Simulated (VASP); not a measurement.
## Rh: single point with r2SCAN

The system is Rh.

```
Rh
1.0
     0.00000    1.86117    1.86117
     1.86117    0.00000    1.86117
     1.86117    1.86117    0.00000
Rh
1
Direct
  0.00000 0.00000 0.00000
```

This cell differs from its parent crystal: volume scaled by 0.94.

| Item | Value |
| --- | --- |
| Program | VASP 6.6.1 |
| Task | single point |
| Functional | r2SCAN |
| Potentials or basis | VASP PAW PBE potentials, release 64 (Rh_sv_GW) |
| Cutoff | 580 eV |
| k mesh | 18 × 18 × 18 |
| Occupations | gaussian, width 0.1 eV |
| Spin | no spin polarisation |
| Dipole correction | no |
| Second run | valence_matched |
| Further INCAR settings | ALGO = Normal; EDIFF = 1e-06; NBANDS = 14 |

The pressure is 18.8 GPa.

Levels at points of the mesh, in eV from the Fermi level:
```
           k point  band 5  band 6  band 7  band 8  band 9  band 10  band 11  band 12
(0.00, 0.00, 0.00)   -8.65   -3.51   -3.51   -3.51   -1.18    -1.18    16.37    22.37
(0.50, 0.00, 0.00)   -6.90   -3.64   -3.64    0.65    0.65     0.84     9.81    16.00
(0.50, 0.50, 0.00)   -7.20   -6.80    0.57    1.16    1.16     3.59    13.75    14.34
```

Wall time 2.2 min on 1 thread of AMD EPYC 9R14 (Zen 4), on a shared host, peak memory 0.16 GiB.

Caveat: the PAW data sets were made with another functional, which shifts forces and pressure a little.
